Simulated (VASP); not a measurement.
# Rb (C2/c) in VASP: a series of runs

The runs below take Rb through single point, with PBEsol.

Everything below comes from runs of VASP 6.6.1. Logs are shortened: lines on timing, memory, paths and dates and some standing lists are left out, and cuts for length are marked.

## (1) The cell of the first run

It takes space group C2/c (No. 15, monoclinic). The conventional cell has a = 4.809 Å, b = 12.587 Å, c = 6.827 Å, α = 90.00°, β = 110.53°, γ = 90.00°.

## (2) Single point, PBEsol (96.75 Å³/atom)

The input, INCAR:

```
PREC = Accurate
ENCUT = 520
EDIFF = 1E-6
ISMEAR = -1
SIGMA = 0.1
LREAL = False
LASPH = True
NELM = 80
ALGO = Normal
ISIF = 2
LWAVE = False
LCHARG = False
GGA = PS
NBANDS = 16
```

The input, KPOINTS:

```
Automatic mesh
0
Gamma
  9 9 6
```

The input, POSCAR:

```
Rb
1.0
   -4.4515519582      4.4488374766      2.4044657296
    4.4488374766     -4.4515519582      2.4044657296
    4.5222894913      4.5222894913     -2.4094373075
Rb
2
Direct
    0.9999392007      0.0000607993      0.0000000000
    0.7500607993      0.2499392007      0.5000000000
```

Potentials or basis: VASP PAW PBE potentials, release 64 (Rb_sv).

On the command line:

```sh
> cat potpaw_PBE.64/Rb_sv/POTCAR > POTCAR
> mpirun -np 1 vasp_std > vasp.out
```

OUTCAR:

```text
PREC = Accurate
   ENCUT = 520
   EDIFF = 1E-6
   ISMEAR = -1
   LREAL = False
   LASPH = True
   NELM = 80
   ISIF = 2
   GGA = PS

 ion  position               nearest neighbor table
   1  1.000  0.000  0.000-   2 4.64   2 4.64   2 4.64   2 4.64   2 5.75   2 5.75   2 5.76   2 5.76

   2  0.750  0.250  0.500-   1 4.64   1 4.64   1 4.64   1 4.64   1 5.75   1 5.75   1 5.76   1 5.76

  Warning from LATTYP: Got some problem with cell dimensions!
  Tried to take original basis but could not verify dimensions!
  LATTYP: Found a base centered monoclinic cell.
 ALAT       =     4.8089329914
 B/A-ratio  =     2.6174312413
 C/A-ratio  =     1.4196916712
 COS(beta)  =    -0.3507133741

  Lattice vectors:

 A1 = (   4.4515519582,  -4.4488374766,  -2.4044657296)
 A2 = (  -4.4488374766,   4.4515519582,  -2.4044657296)
 A3 = (   4.5195750097,   4.5195750097,   2.3994941517)

Analysis of symmetry for initial positions (statically):
=====================================================================
 Subroutine PRICEL returns:
 Original cell was already a primitive cell.

 Routine SETGRP: Setting up the symmetry group for a
 base centered monoclinic supercell.

 Subroutine GETGRP returns: Found  4 space group operations
 (whereof  2 operations were pure point group operations)
 out of a pool of  4 trial point group operations.

The static configuration has the point symmetry C_2 .
 The point group associated with its full space group is C_2h.

Analysis of symmetry for dynamics (positions and initial velocities):
=====================================================================
 Subroutine PRICEL returns:
 Original cell was already a primitive cell.

 Routine SETGRP: Setting up the symmetry group for a
 base centered monoclinic supercell.

 Subroutine GETGRP returns: Found  4 space group operations
 (whereof  2 operations were pure point group operations)
 out of a pool of  4 trial point group operations.

The dynamic configuration has the point symmetry C_2 .
 The point group associated with its full space group is C_2h.

 Subroutine INISYM returns: Found  4 space group operations
 (whereof  2 operations are pure point group operations),
 and found     1 'primitive' translations

----------------------------------------------------------------------------------------

                                     Primitive cell

  volume of cell :     193.5019

  direct lattice vectors                    reciprocal lattice vectors
    -4.451551958  4.448837477  2.404465730    -0.000764616  0.111590018  0.208008960
     4.448837477 -4.451551958  2.404465730     0.111590018 -0.000764616  0.208008960
     4.522289491  4.522289491 -2.409437308     0.110596727  0.110596727  0.000124856

  length of vectors
     6.737204552  6.737204552  6.834295328     0.236052207  0.236052207  0.156407441

  position of ions in fractional coordinates (direct lattice)
     0.999939201  0.000060799  1.000000000
     0.750060799  0.249939201  0.500000000

  ion indices of the primitive-cell ions
   primitive index   ion index
                 1           1
                 2           2

----------------------------------------------------------------------------------------

 KPOINTS: Automatic mesh

Automatic generation of k-mesh.
 Grid dimensions read from file:
 generate k-points for:    9    9    6

 Generating k-lattice:

  Cartesian coordinates                     Fractional coordinates (reciprocal lattice)
    -0.000084957  0.012398891  0.023112107     0.111111111  0.000000000 -0.000000000
     0.012398891 -0.000084957  0.023112107     0.000000000  0.111111111 -0.000000000
     0.018432788  0.018432788  0.000020809     0.000000000  0.000000000  0.166666667

  Length of vectors
     0.026228023  0.026228023  0.026067907

  Shift w.r.t. Gamma in fractional coordinates (k-lattice)
     0.000000000  0.000000000  0.000000000

 Subroutine IBZKPT returns following result:
 ===========================================

 Found    140 irreducible k-points:

 Following reciprocal coordinates:
            Coordinates               Weight
  0.000000  0.000000  0.000000      1.000000
  0.111111 -0.000000  0.000000      4.000000
  0.222222 -0.000000  0.000000      4.000000
  0.333333 -0.000000  0.000000      4.000000
  0.444444 -0.000000  0.000000      4.000000
  0.111111  0.111111  0.000000      2.000000
[... 16 lines left out ...]
 -0.333333  0.333333  0.000000      2.000000
  0.444444  0.444444  0.000000      2.000000
 [... further k-points ...]
   k-points           NKPTS =    140   k-points in BZ     NKDIM =    140   number of bands    NBANDS=     16
   number of dos      NEDOS =    301   number of ions     NIONS =      2
   total plane-waves  NPLWV = 135000
   dimension x,y,z NGX =    50 NGY =   50 NGZ =   54
   dimension x,y,z NGXF=   100 NGYF=  100 NGZF=  108
   ions per type =               2
   NGX,Y,Z   is equivalent  to a cutoff of  12.34, 12.34, 13.14 a.u.
   NGXF,Y,Z  is equivalent  to a cutoff of  24.68, 24.68, 26.27 a.u.
 SYSTEM =  unknown system
   PREC   = accura    normal or accurate (medium, high low for compatibility)
   ISTART =      0    job   : 0-new  1-cont  2-samecut
   ICHARG =      2    charge: 1-file 2-atom 10-const
   ISPIN  =      1    spin polarized calculation?
   LNONCOLLINEAR =      F non collinear calculations
   LSORBIT =      F    spin-orbit coupling
   LASPH  =      T    aspherical Exc in radial PAW
   ENCUT  =  520.0 eV  38.22 Ry    6.18 a.u.  12.53 12.53 12.71*2*pi/ulx,y,z
   NELM   =     80;   NELMIN=  2; NELMDL= -5     # of ELM steps
   EDIFF  = 0.1E-05   stopping-criterion for ELM
   LREAL  =      F    real-space projection
   EDIFFG = 0.1E-04   stopping-criterion for IOM
   NSW    =      0    number of steps for IOM
   IBRION =     -1    ionic relax: 0-MD 1-quasi-New 2-CG
   NFREE  =      0    steps in history (QN), initial steepest desc. (CG)
   ISIF   =      2    stress and relaxation
   ISYM   =      2    0-nonsym 1-usesym 2-fastsym
   POTIM  = 0.5000    time-step for ionic-motion
   TEBEG  =    0.0;   TEEND  =   0.0 temperature during run
   PSTRESS=    0.0 pullay stress
   NELECT =      18.0000    total number of electrons
   NUPDOWN=      -1.0000    fix difference up-down
   EMIN   =  10.00;   EMAX   =-10.00  energy-range for DOS
   EFERMI =   0.00;   METHOD = LEGACY
   ISMEAR =    -1;   SIGMA  =   0.10  broadening in eV -4-tet -1-fermi 0-gaus
   EFERMI_NEDOS =   21; number of points for ismear=-14 and -15
   IALGO  =     38    algorithm
   IMIX   =      4    mixing-type and parameters
     AMIX     =   0.40;   BMIX     =  1.00
     AMIX_MAG =   1.60;   BMIX_MAG =  1.00
  volume/ion in A,a.u.               =      96.75       652.91
  Fermi-wavevector in a.u.,A,eV,Ry     =   0.741772  1.401746  7.486279  0.550226
  Thomas-Fermi vector in A             =   1.836493
   LORBIT       =      0    0 simple, 1 ext, 2 COOP (PROOUT), +10 PAW based schemes
   GGA     = PS    functional components
   LHFCALC =     F    Hartree Fock is set to
   AEXX    =    0.0000 exact exchange contribution
   IVDW    =     0    specifies the selected vdW correction
   LEPSILON=     F    determine dielectric tensor
   LRPA    =     F    only Hartree local field effects (RPA)
 non-spin polarized calculation
  energy-cutoff  :      520.00
  volume of cell :      193.50
 maximum number of plane-waves:      5236
 NGX is ok and might be reduce to    50
   NGX = 25   NGY = 25   NGZ = 25

 number of electron      18.0000000 magnetization

 Free energy of the ion-electron system (eV)
  ---------------------------------------------------
  ext. energy  EPLUGINS =         0.00000000
  ---------------------------------------------------
  free energy    TOTEN  =        -1.95042323 eV

  energy without entropy =       -1.88947945  energy(sigma->0) =       -1.91995134

 E-fermi :  -0.1784     XC(G=0):  -5.3662

 val. band max:       -0.1785882939   @ k =   0.1111   0.1111   0.5000
 cond. band min:      -0.1767204002   @ k =  -0.2222  -0.4444   0.1667
 fundamental gap:      0.0018678937
 Fermi energy:        -0.1783862700

 k-point     1 :       0.0000    0.0000    0.0000
  band No.  band energies     occupation
      1     -29.1497      2.00000
      2     -29.1413      2.00000
      3     -13.2879      2.00000
      4     -13.2845      2.00000
      5     -13.1919      2.00000
      6     -13.1910      2.00000
[... 8 lines left out ...]
     15       2.8492      0.00000
     16       4.2166      0.00000

 k-point     2 :       0.1111   -0.0000    0.0000
  band No.  band energies     occupation
      1     -29.1492      2.00000
      2     -29.1412      2.00000
      3     -13.2860      2.00000
      4     -13.2814      2.00000
      5     -13.2029      2.00000
      6     -13.2003      2.00000
[... 8 lines left out ...]
     15       2.8474      0.00000
     16       3.5041      0.00000

 k-point     3 :       0.2222   -0.0000    0.0000
  band No.  band energies     occupation
      1     -29.1479      2.00000
      2     -29.1410      2.00000
      3     -13.2833      2.00000
      4     -13.2719      2.00000
      5     -13.2277      2.00000
      6     -13.2226      2.00000
[... 8 lines left out ...]
     15       2.6953      0.00000
     16       2.9647      0.00000

 k-point     4 :       0.3333   -0.0000    0.0000
  band No.  band energies     occupation
      1     -29.1463      2.00000
      2     -29.1410      2.00000
      3     -13.2807      2.00000
      4     -13.2685      2.00000
      5     -13.2547      2.00000
      6     -13.2385      2.00000
[... 8 lines left out ...]
     15       2.7196      0.00000
     16       2.8857      0.00000

 k-point     5 :       0.4444   -0.0000    0.0000
  band No.  band energies     occupation
      1     -29.1451      2.00000
      2     -29.1410      2.00000
      3     -13.2802      2.00000
      4     -13.2790      2.00000
      5     -13.2707      2.00000
      6     -13.2321      2.00000
[... 8 lines left out ...]
     15       2.4253      0.00000
     16       3.2108      0.00000

 k-point     6 :       0.1111    0.1111    0.0000
  band No.  band energies     occupation
      1     -29.1481      2.00000
      2     -29.1408      2.00000
      3     -13.2809      2.00000
      4     -13.2784      2.00000
      5     -13.2251      2.00000
      6     -13.2241      2.00000
[... 8 lines left out ...]
     15       2.7739      0.00000
     16       2.8026      0.00000

 k-point     7 :       0.2222    0.1111    0.0000
  band No.  band energies     occupation
      1     -29.1466      2.00000
      2     -29.1406      2.00000
      3     -13.2781      2.00000
      4     -13.2734      2.00000
      5     -13.2512      2.00000
      6     -13.2463      2.00000
[... 8 lines left out ...]
     15       2.6979      0.00000
     16       2.8406      0.00000

 k-point     8 :       0.3333    0.1111    0.0000
  band No.  band energies     occupation
      1     -29.1453      2.00000
      2     -29.1408      2.00000
      3     -13.2836      2.00000
      4     -13.2749      2.00000
      5     -13.2678      2.00000
      6     -13.2449      2.00000
[... 8 lines left out ...]
     15       2.4592      0.00000
     16       2.9945      0.00000

 k-point     9 :       0.4444    0.1111    0.0000
  band No.  band energies     occupation
      1     -29.1448      2.00000
      2     -29.1413      2.00000
      3     -13.2843      2.00000
      4     -13.2738      2.00000
      5     -13.2702      2.00000
      6     -13.2337      2.00000
[... 8 lines left out ...]
     15       2.5456      0.00000
     16       3.3321      0.00000
[... 172 lines left out ...]
 k-point    19 :      -0.2222    0.2222    0.0000
  band No.  band energies     occupation
      1     -29.1487      2.00000
      2     -29.1423      2.00000
      3     -13.2780      2.00000
      4     -13.2750      2.00000
      5     -13.2092      2.00000
      6     -13.2034      2.00000
[... 8 lines left out ...]
     15       2.8025      0.00000
     16       4.2263      0.00000

 k-point    20 :       0.3333    0.3333    0.0000
  band No.  band energies     occupation
      1     -29.1445      2.00000
      2     -29.1427      2.00000
      3     -13.2775      2.00000
      4     -13.2641      2.00000
      5     -13.2528      2.00000
      6     -13.2374      2.00000
[... 8 lines left out ...]
     15       3.0703      0.00000
     16       3.3560      0.00000

 k-point    21 :       0.4444    0.3333   -0.0000
  band No.  band energies     occupation
      1     -29.1452      2.00000
      2     -29.1437      2.00000
      3     -13.2685      2.00000
      4     -13.2545      2.00000
      5     -13.2401      2.00000
      6     -13.2219      2.00000
[... 8 lines left out ...]
     15       2.8942      0.00000
     16       3.2696      0.00000

 k-point    22 :      -0.4444    0.3333    0.0000
  band No.  band energies     occupation
      1     -29.1466      2.00000
      2     -29.1438      2.00000
      3     -13.2669      2.00000
      4     -13.2487      2.00000
      5     -13.2378      2.00000
      6     -13.2187      2.00000
[... 8 lines left out ...]
     15       2.9459      0.00000
     16       3.4895      0.00000

 k-point    23 :      -0.3333    0.3333    0.0000
  band No.  band energies     occupation
      1     -29.1476      2.00000
      2     -29.1434      2.00000
      3     -13.2667      2.00000
      4     -13.2638      2.00000
      5     -13.2224      2.00000
      6     -13.2171      2.00000
[... 8 lines left out ...]
     15       2.9933      0.00000
     16       3.8350      0.00000

 k-point    24 :       0.4444    0.4444    0.0000
  band No.  band energies     occupation
      1     -29.1453      2.00000
      2     -29.1451      2.00000
      3     -13.2547      2.00000
      4     -13.2514      2.00000
      5     -13.2358      2.00000
      6     -13.2310      2.00000
[... 8 lines left out ...]
     15       3.0507      0.00000
     16       3.2061      0.00000

 [... further k-points ...]

------------------------ aborting loop because EDIFF is reached ----------------------------------------

  FORCE on cell =-STRESS in cart. coord.  units (eV):
  Direction    XX          YY          ZZ          XY          YZ          ZX
  --------------------------------------------------------------------------------------
  -------------------------------------------------------------------------------------
  Total       -0.1930520     -0.1930520     -0.1761638      0.0208963     -0.0073282     -0.0073282
  in kB       -1.5984520     -1.5984520     -1.4586196      0.1730196     -0.0606767     -0.0606767
  external PRESSURE =      -1.5518412 kB  Pullay stress =       0.0000000 kB

 VOLUME and BASIS-vectors are now :
 -----------------------------------------------------------------------------
  energy-cutoff  :      520.00
  volume of cell :      193.50
      direct lattice vectors                 reciprocal lattice vectors
    -4.451551958  4.448837477  2.404465730    -0.000764616  0.111590018  0.208008960
     4.448837477 -4.451551958  2.404465730     0.111590018 -0.000764616  0.208008960
     4.522289491  4.522289491 -2.409437308     0.110596727  0.110596727  0.000124856

 POSITION                                       TOTAL-FORCE (eV/Angst)
 -----------------------------------------------------------------------------------
     -4.45101      4.44830      2.40447         0.000036     -0.000036     -0.000000
      0.03415      4.48543      1.19975        -0.000036      0.000036      0.000000
 -----------------------------------------------------------------------------------
    total drift:                               -0.000000      0.000000     -0.000000

  FREE ENERGIE OF THE ION-ELECTRON SYSTEM (eV)
  ---------------------------------------------------
  free  energy   TOTEN  =        -1.9504232335 eV

  energy  without entropy=       -1.8894794451  energy(sigma->0) =       -1.91995134
```

Wall time 3 min (1 thread of Intel Xeon 6975P-C (Granite Rapids), shared host); peak memory 0.57 GiB.

What came out:

```yaml
Free_energy: -1.9504 eV
Pressure: -0.2 GPa
Band_gap_on_the_k_mesh: zero (bands 9 and 10 overlap by 1.55 eV)
```

Levels at points of the mesh, in eV from the Fermi level:
```tsv
k point	band 6	band 7	band 8	band 9	band 10	band 11	band 12	band 13
(0.00, 0.00, 0.00)	-13.01	-13.01	-13.01	-1.89	0.96	1.69	2.24	2.36
(0.00, 0.00, 0.50)	-13.06	-13.01	-13.01	-0.81	-0.81	2.19	2.19	2.40
```

Caveat: the PAW data sets were made with another functional, which shifts forces and pressure a little.

## (3) Single point, PBEsol (100.33 Å³/atom)

This run uses another cell than the first one, of 100.33 Å³/atom.

The input, INCAR:

```
ALGO = Normal
EDIFF = 1E-6
ENCUT = 520
GGA = PS
ISIF = 2
ISMEAR = -1
LASPH = T
LCHARG = F
LREAL = F
LWAVE = F
NBANDS = 16
NELM = 100
PREC = Accurate
SIGMA = 0.1
```

The input, KPOINTS:

```
k-points
0
Gamma
  9 9 6
```

The input, POSCAR:

```
Rb
1.0
   -4.5058445280      4.5030969397      2.4337913726
    4.5030969397     -4.5058445280      2.4337913726
    4.5774447989      4.5774447989     -2.4388235855
Rb
2
Direct
    0.9999392007      0.0000607993      0.0000000000
    0.7500607993      0.2499392007      0.5000000000
```

Potentials or basis: VASP PAW PBE potentials, release 64 (Rb_sv).

On the command line:

```sh
> cat potpaw_PBE.64/Rb_sv/POTCAR > POTCAR
> mpirun -np 1 vasp_std > vasp.out
```

Wall time 4.4 min (1 thread of Intel Xeon 6975P-C (Granite Rapids), shared host); peak memory 0.63 GiB.

The run converged. Its results:

```yaml
Free_energy: -1.9420 eV
Pressure: -0.2 GPa
Band_gap_on_the_k_mesh: zero (bands 9 and 10 overlap by 1.54 eV)
```

Levels at points of the mesh, in eV from the Fermi level:
| k point | band 7 | band 8 | band 9 | band 10 | band 11 | band 12 |
| --- | --- | --- | --- | --- | --- | --- |
| (0.00, 0.00, 0.00) | -13.03 | -13.03 | -1.84 | 0.98 | 1.66 | 2.17 |
| (0.00, 0.00, 0.50) | -13.03 | -13.03 | -0.79 | -0.79 | 2.18 | 2.18 |

Caveat: the PAW data sets were made with another functional, which shifts forces and pressure a little.
